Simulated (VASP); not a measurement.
# GeS (Pnma) in VASP: notebook

Runs on GeS. Level: PBE. Tasks: electric field gradients.

Everything below comes from runs of VASP 6.6.1. Logs are shortened: lines on timing, memory, paths and dates and some standing lists are left out, and cuts for length are marked.

## Step 1: The cell of the first run

The structure is orthorhombic, space group Pnma (No. 62). Conventional cell: a = 10.481 Å, b = 3.646 Å, c = 4.299 Å, α = 90.00°, β = 90.00°, γ = 90.00°. Within 3.2 Å of Ge (site symmetry m) lie 3 S at 2.45 to 2.46 Å. S (site symmetry m) has 3 Ge at 2.45 to 2.46 Å within 3.2 Å.

## Step 2: Electric field gradients, PBE

INCAR reads:

```
SYSTEM = GeS
  PREC = Accurate
  ENCUT = 410
  EDIFF = 1E-8
  ISMEAR = 0
  SIGMA = 0.01
  LREAL = .FALSE.
  LASPH = .TRUE.
  NELM = 120
  ALGO = Normal
  ISIF = 2
  LWAVE = .FALSE.
  LCHARG = .FALSE.
  GGA = PE
  LEFG = .TRUE.
  NBANDS = 182
  GGA_COMPAT = .FALSE.
```

KPOINTS reads:

```
Automatic mesh
0
G
  2 3 3
  0 0 0
```

POSCAR reads:

```
GeS
1.0
   10.4810000000      0.0000000000      0.0000000000
    0.0000000000      7.2920000000      0.0000000000
    0.0000000000      0.0000000000      8.5980000000
Ge S
16 16
Direct
    0.1211380651      0.1250000000      0.0637607682
    0.1211380651      0.1250000000      0.5637607682
    0.1211380651      0.6250000000      0.0637607682
    0.1211380651      0.6250000000      0.5637607682
    0.3788619349      0.3750000000      0.3137607682
    0.3788619349      0.3750000000      0.8137607682
    0.3788619349      0.8750000000      0.3137607682
    0.3788619349      0.8750000000      0.8137607682
    0.6211380651      0.1250000000      0.1862392318
    0.6211380651      0.1250000000      0.6862392318
    0.6211380651      0.6250000000      0.1862392318
    0.6211380651      0.6250000000      0.6862392318
    0.8788619349      0.3750000000      0.4362392318
    0.8788619349      0.3750000000      0.9362392318
    0.8788619349      0.8750000000      0.4362392318
    0.8788619349      0.8750000000      0.9362392318
    0.8503786463      0.1250000000      0.2488407113
    0.8503786463      0.1250000000      0.7488407113
    0.8503786463      0.6250000000      0.2488407113
    0.8503786463      0.6250000000      0.7488407113
    0.6496213537      0.3750000000      0.9988407113
    0.6496213537      0.3750000000      0.4988407113
    0.6496213537      0.8750000000      0.9988407113
    0.6496213537      0.8750000000      0.4988407113
    0.3503786463      0.1250000000      0.5011592887
    0.3503786463      0.1250000000      0.0011592887
    0.3503786463      0.6250000000      0.5011592887
    0.3503786463      0.6250000000      0.0011592887
    0.1496213537      0.3750000000      0.2511592887
    0.1496213537      0.3750000000      0.7511592887
    0.1496213537      0.8750000000      0.2511592887
    0.1496213537      0.8750000000      0.7511592887
```

Potentials or basis: VASP PAW PBE potentials, release 64 (Ge_d, S).

Command:

```sh
$ cat potpaw_PBE.64/Ge_d/POTCAR potpaw_PBE.64/S/POTCAR > POTCAR
$ mpirun -np 1 vasp_std > vasp.out
```

OUTCAR:

```text
SYSTEM = GeS
   PREC = Accurate
   ENCUT = 410
   EDIFF = 1E-8
   ISMEAR = 0
   LREAL = .FALSE.
   LASPH = .TRUE.
   NELM = 120
   ISIF = 2
   GGA = PE

 ion  position               nearest neighbor table
   1  0.121  0.125  0.064-  29 2.45  31 2.45  26 2.46
   2  0.121  0.125  0.564-  30 2.45  32 2.45  25 2.46
   3  0.121  0.625  0.064-  29 2.45  31 2.45  28 2.46
   4  0.121  0.625  0.564-  30 2.45  32 2.45  27 2.46
   5  0.379  0.375  0.314-  25 2.45  27 2.45  29 2.46
   6  0.379  0.375  0.814-  26 2.45  28 2.45  30 2.46
[... 34 lines left out ...]
 A1 = (   0.0000000000,   7.2920000000,   0.0000000000)
 A2 = (   0.0000000000,   0.0000000000,   8.5980000000)
 A3 = (  10.4810000000,   0.0000000000,   0.0000000000)

Analysis of symmetry for initial positions (statically):
=====================================================================
 Subroutine PRICEL returns following result:

  LATTYP: Found a simple orthorhombic cell.
 ALAT       =     3.6460000000
 B/A-ratio  =     1.1791003840
 C/A-ratio  =     2.8746571585

  Lattice vectors:

 A1 = (   0.0000000000,   3.6460000000,   0.0000000000)
 A2 = (   0.0000000000,   0.0000000000,   4.2990000000)
 A3 = (  10.4810000000,   0.0000000000,   0.0000000000)

   4 primitive cells build up your supercell.

 Routine SETGRP: Setting up the symmetry group for a
 simple orthorhombic supercell.

 Subroutine GETGRP returns: Found  8 space group operations
 (whereof  2 operations were pure point group operations)
 out of a pool of  8 trial point group operations.

The static configuration has the point symmetry S_2 .
 The point group associated with its full space group is D_2h.

Analysis of symmetry for dynamics (positions and initial velocities):
=====================================================================
 Subroutine PRICEL returns following result:

  LATTYP: Found a simple orthorhombic cell.
 ALAT       =     3.6460000000
 B/A-ratio  =     1.1791003840
 C/A-ratio  =     2.8746571585

  Lattice vectors:

 A1 = (   0.0000000000,   3.6460000000,   0.0000000000)
 A2 = (   0.0000000000,   0.0000000000,   4.2990000000)
 A3 = (  10.4810000000,   0.0000000000,   0.0000000000)

   4 primitive cells build up your supercell.

 Routine SETGRP: Setting up the symmetry group for a
 simple orthorhombic supercell.

 Subroutine GETGRP returns: Found  8 space group operations
 (whereof  2 operations were pure point group operations)
 out of a pool of  8 trial point group operations.

The dynamic configuration has the point symmetry S_2 .
 The point group associated with its full space group is D_2h.

 Subroutine INISYM returns: Found  8 space group operations
 (whereof  2 operations are pure point group operations),
 and found     4 'primitive' translations

----------------------------------------------------------------------------------------

                                     Primitive cell

  volume of cell :     164.2808

  direct lattice vectors                    reciprocal lattice vectors
     0.000000000  3.646000000  0.000000000     0.000000000  0.274273176  0.000000000
     0.000000000  0.000000000  4.299000000     0.000000000  0.000000000  0.232612235
    10.481000000  0.000000000  0.000000000     0.095410743  0.000000000  0.000000000

  length of vectors
     3.646000000  4.299000000 10.481000000     0.274273176  0.232612235  0.095410743

  position of ions in fractional coordinates (direct lattice)
     0.250000000  0.127521536  0.121138065
     0.750000000  0.627521536  0.378861935
     0.250000000  0.372478464  0.621138065
     0.750000000  0.872478464  0.878861935
     0.250000000  0.497681423  0.850378646
     0.750000000  0.997681423  0.649621354
     0.250000000  0.002318577  0.350378646
     0.750000000  0.502318577  0.149621354

  ion indices of the primitive-cell ions
   primitive index   ion index
                 1           1
                 2           5
                 3           9
                 4          14
                 5          17
                 6          21
                 7          26
                 8          29

[... 44 lines left out ...]
 SYSTEM =  GeS
   PREC   = accura    normal or accurate (medium, high low for compatibility)
   ISTART =      0    job   : 0-new  1-cont  2-samecut
   ICHARG =      2    charge: 1-file 2-atom 10-const
   ISPIN  =      1    spin polarized calculation?
   LNONCOLLINEAR =      F non collinear calculations
   LSORBIT =      F    spin-orbit coupling
   LASPH  =      T    aspherical Exc in radial PAW
   ENCUT  =  410.0 eV  30.13 Ry    5.49 a.u.  17.30 12.04 14.20*2*pi/ulx,y,z
   NELM   =    120;   NELMIN=  2; NELMDL= -5     # of ELM steps
   EDIFF  = 0.1E-07   stopping-criterion for ELM
   LREAL  =      F    real-space projection
   EDIFFG = 0.1E-06   stopping-criterion for IOM
   NSW    =      0    number of steps for IOM
   IBRION =     -1    ionic relax: 0-MD 1-quasi-New 2-CG
   NFREE  =      0    steps in history (QN), initial steepest desc. (CG)
   ISIF   =      2    stress and relaxation
   ISYM   =      2    0-nonsym 1-usesym 2-fastsym
   POTIM  = 0.5000    time-step for ionic-motion
   TEBEG  =    0.0;   TEEND  =   0.0 temperature during run
   PSTRESS=    0.0 pullay stress
   NELECT =     320.0000    total number of electrons
   NUPDOWN=      -1.0000    fix difference up-down
   EMIN   =  10.00;   EMAX   =-10.00  energy-range for DOS
   EFERMI =   0.00;   METHOD = LEGACY
   ISMEAR =     0;   SIGMA  =   0.01  broadening in eV -4-tet -1-fermi 0-gaus
   EFERMI_NEDOS =   21; number of points for ismear=-14 and -15
   IALGO  =     38    algorithm
   IMIX   =      4    mixing-type and parameters
     AMIX     =   0.40;   BMIX     =  1.00
     AMIX_MAG =   1.60;   BMIX_MAG =  1.00
  volume/ion in A,a.u.               =      20.54       138.58
  Fermi-wavevector in a.u.,A,eV,Ry     =   1.287980  2.433930 22.570613  1.658893
  Thomas-Fermi vector in A             =   2.419962
   LORBIT       =      0    0 simple, 1 ext, 2 COOP (PROOUT), +10 PAW based schemes
   GGA     = PE    functional components
   LHFCALC =     F    Hartree Fock is set to
   AEXX    =    0.0000 exact exchange contribution
   IVDW    =     0    specifies the selected vdW correction
   LEPSILON=     F    determine dielectric tensor
   LRPA    =     F    only Hartree local field effects (RPA)
 non-spin polarized calculation
 Gauss-broadening in eV      SIGMA  =   0.01
  energy-cutoff  :      410.00
  volume of cell :      657.12
 maximum number of plane-waves:     12402
 NGX is ok and might be reduce to    70
   NGX = 35   NGY = 25   NGZ = 29

 number of electron     320.0000397 magnetization

 Free energy of the ion-electron system (eV)
  ---------------------------------------------------
  ext. energy  EPLUGINS =         0.00000000
  ---------------------------------------------------
  free energy    TOTEN  =      -146.27765122 eV

  energy without entropy =     -146.27765122  energy(sigma->0) =     -146.27765122

 E-fermi :   5.0492     XC(G=0): -10.1245

 val. band max:        4.9840307944   @ k =   0.0000   0.0000   0.3333
 cond. band min:       6.0591019208   @ k =   0.0000   0.0000   0.0000
 fundamental gap:      1.0750711263
 Fermi energy:         5.0492459258

 k-point     1 :       0.0000    0.0000    0.0000
  band No.  band energies     occupation
      1     -19.4290      2.00000
      2     -19.4269      2.00000
      3     -19.4269      2.00000
      4     -19.4256      2.00000
      5     -19.4256      2.00000
      6     -19.4253      2.00000
[... 1389 lines left out ...]
    171       7.9564      0.00000
    172       7.9564      0.00000
 [bands above 172 left out]

------------------------ aborting loop because EDIFF is reached ----------------------------------------

  FORCE on cell =-STRESS in cart. coord.  units (eV):
  Direction    XX          YY          ZZ          XY          YZ          ZX
  --------------------------------------------------------------------------------------
  -------------------------------------------------------------------------------------
  Total        5.8396571      7.8686725      5.7407737      0.0000000      0.0000000      0.0000000
  in kB       14.2380695     19.1851515     13.9969750      0.0000000      0.0000000      0.0000000
  external PRESSURE =      15.8067320 kB  Pullay stress =       0.0000000 kB

 VOLUME and BASIS-vectors are now :
 -----------------------------------------------------------------------------
  energy-cutoff  :      410.00
  volume of cell :      657.12
      direct lattice vectors                 reciprocal lattice vectors
    10.481000000  0.000000000  0.000000000     0.095410743  0.000000000  0.000000000
     0.000000000  7.292000000  0.000000000     0.000000000  0.137136588  0.000000000
     0.000000000  0.000000000  8.598000000     0.000000000  0.000000000  0.116306118

 POSITION                                       TOTAL-FORCE (eV/Angst)
 -----------------------------------------------------------------------------------
      1.26965      0.91150      0.54822         0.021686     -0.000000      0.009365
      1.26965      0.91150      4.84722         0.021686     -0.000000      0.009365
      1.26965      4.55750      0.54822         0.021686     -0.000000      0.009365
      1.26965      4.55750      4.84722         0.021686      0.000000      0.009365
      3.97085      2.73450      2.69772        -0.021686      0.000000      0.009365
      3.97085      2.73450      6.99672        -0.021686      0.000000      0.009365
[... 24 lines left out ...]
      1.56818      6.38050      2.15947         0.013377      0.000000     -0.015998
      1.56818      6.38050      6.45847         0.013377      0.000000     -0.015998
 -----------------------------------------------------------------------------------
    total drift:                                0.000000      0.000000      0.000000

  FREE ENERGIE OF THE ION-ELECTRON SYSTEM (eV)
  ---------------------------------------------------
  free  energy   TOTEN  =      -146.2776512213 eV

  energy  without entropy=     -146.2776512213  energy(sigma->0) =     -146.27765122

 Electric field gradients (V/A^2)
---------------------------------------------------------------------
 ion       V_xx      V_yy      V_zz      V_xy      V_xz      V_yz
---------------------------------------------------------------------
   1     -22.474    21.597     0.877     0.000   -58.541    -0.000
   2     -22.474    21.597     0.877     0.000   -58.541    -0.000
   3     -22.474    21.597     0.877    -0.000   -58.541     0.000
   4     -22.474    21.597     0.877    -0.000   -58.541     0.000
   5     -22.474    21.597     0.877     0.000    58.541     0.000
   6     -22.474    21.597     0.877     0.000    58.541    -0.000
[... 24 lines left out ...]
  31     -20.878    24.920    -4.042    -0.000    38.222     0.000
  32     -20.878    24.920    -4.042    -0.000    38.222     0.000
---------------------------------------------------------------------

 Electric field gradients after diagonalization (V/A^2)
 (convention: |V_zz| > |V_xx| > |V_yy|)
----------------------------------------------------------------------
 ion       V_xx      V_yy      V_zz     asymmetry (V_yy - V_xx)/ V_zz
----------------------------------------------------------------------
   1      48.896    21.597   -70.493       0.387
   2      48.896    21.597   -70.493       0.387
   3      48.896    21.597   -70.493       0.387
   4      48.896    21.597   -70.493       0.387
   5      48.896    21.597   -70.493       0.387
   6      48.896    21.597   -70.493       0.387
[... 24 lines left out ...]
  31      26.678    24.920   -51.598       0.034
  32      26.678    24.920   -51.598       0.034
----------------------------------------------------------------------

           NMR quadrupolar parameters

 Cq : quadrupolar parameter    Cq=e*Q*V_zz/h
 eta: asymmetry parameters     (V_yy - V_xx)/ V_zz
 Q  : nuclear electric quadrupole moment in mb (millibarn)
----------------------------------------------------------------------
 ion       Cq(MHz)       eta       Q (mb)
----------------------------------------------------------------------
   1      -0.170       0.387       1.000
   2      -0.170       0.387       1.000
   3      -0.170       0.387       1.000
   4      -0.170       0.387       1.000
   5      -0.170       0.387       1.000
   6      -0.170       0.387       1.000
[... 24 lines left out ...]
  31      -0.125       0.034       1.000
  32      -0.125       0.034       1.000
----------------------------------------------------------------------
```

It took 17 min on 1 thread of Intel Xeon 6975P-C (Granite Rapids), shared host; peak memory 0.75 GiB.

What came out:

| Item | Value |
| --- | --- |
| Free energy | -146.2777 eV |
| Pressure | 1.6 GPa |
| Largest force | 0.024 eV/Å |
| Band gap on the k mesh | 1.08 eV |

Forces in eV/Å, atoms in the order of the input:
```
Ge   0.022  0.000  0.009
Ge   0.022  0.000  0.009
Ge   0.022  0.000  0.009
Ge   0.022  0.000  0.009
Ge  -0.022  0.000  0.009
Ge  -0.022  0.000  0.009
Ge  -0.022  0.000  0.009
Ge  -0.022  0.000  0.009
Ge   0.022  0.000 -0.009
Ge   0.022  0.000 -0.009
Ge   0.022  0.000 -0.009
Ge   0.022  0.000 -0.009
Ge  -0.022  0.000 -0.009
Ge  -0.022  0.000 -0.009
Ge  -0.022  0.000 -0.009
Ge  -0.022  0.000 -0.009
S   -0.013  0.000  0.016
S   -0.013  0.000  0.016
S   -0.013  0.000  0.016
S   -0.013  0.000  0.016
S    0.013  0.000  0.016
S    0.013  0.000  0.016
S    0.013  0.000  0.016
S    0.013  0.000  0.016
S   -0.013  0.000 -0.016
S   -0.013  0.000 -0.016
S   -0.013  0.000 -0.016
S   -0.013  0.000 -0.016
S    0.013  0.000 -0.016
S    0.013  0.000 -0.016
S    0.013  0.000 -0.016
S    0.013  0.000 -0.016
```

Levels at points of the mesh, in eV from the valence-band top:
| k point | band 157 | band 158 | band 159 | band 160 | band 161 | band 162 | band 163 | band 164 |
| --- | --- | --- | --- | --- | --- | --- | --- | --- |
| (0.00, 0.00, 0.00) | -0.87 | -0.17 | -0.17 | -0.05 | 1.08 | 1.48 | 1.48 | 1.54 |
| (0.50, 0.00, 0.00) | -0.40 | -0.40 | -0.20 | -0.20 | 1.71 | 1.71 | 1.77 | 1.77 |

Electric field gradients, principal values (V/Å²):
```csv
atom,least,middle,greatest (by size)
1 Ge,21.597,48.896,-70.493
2 Ge,21.597,48.896,-70.493
3 Ge,21.597,48.896,-70.493
4 Ge,21.597,48.896,-70.493
5 Ge,21.597,48.896,-70.493
6 Ge,21.597,48.896,-70.493
7 Ge,21.597,48.896,-70.493
8 Ge,21.597,48.896,-70.493
9 Ge,21.597,48.896,-70.493
10 Ge,21.597,48.896,-70.493
11 Ge,21.597,48.896,-70.493
12 Ge,21.597,48.896,-70.493
13 Ge,21.597,48.896,-70.493
14 Ge,21.597,48.896,-70.493
15 Ge,21.597,48.896,-70.493
16 Ge,21.597,48.896,-70.493
17 S,24.920,26.678,-51.598
18 S,24.920,26.678,-51.598
19 S,24.920,26.678,-51.598
20 S,24.920,26.678,-51.598
21 S,24.920,26.678,-51.598
22 S,24.920,26.678,-51.598
23 S,24.920,26.678,-51.598
24 S,24.920,26.678,-51.598
25 S,24.920,26.678,-51.598
26 S,24.920,26.678,-51.598
27 S,24.920,26.678,-51.598
28 S,24.920,26.678,-51.598
29 S,24.920,26.678,-51.598
30 S,24.920,26.678,-51.598
31 S,24.920,26.678,-51.598
32 S,24.920,26.678,-51.598
```

Caveat: without QUAD_EFG the Cq values of the log hold for a quadrupole moment of 1 mb, not for the nuclei. A k mesh can miss the band edges.

[end of part 1 of 2]
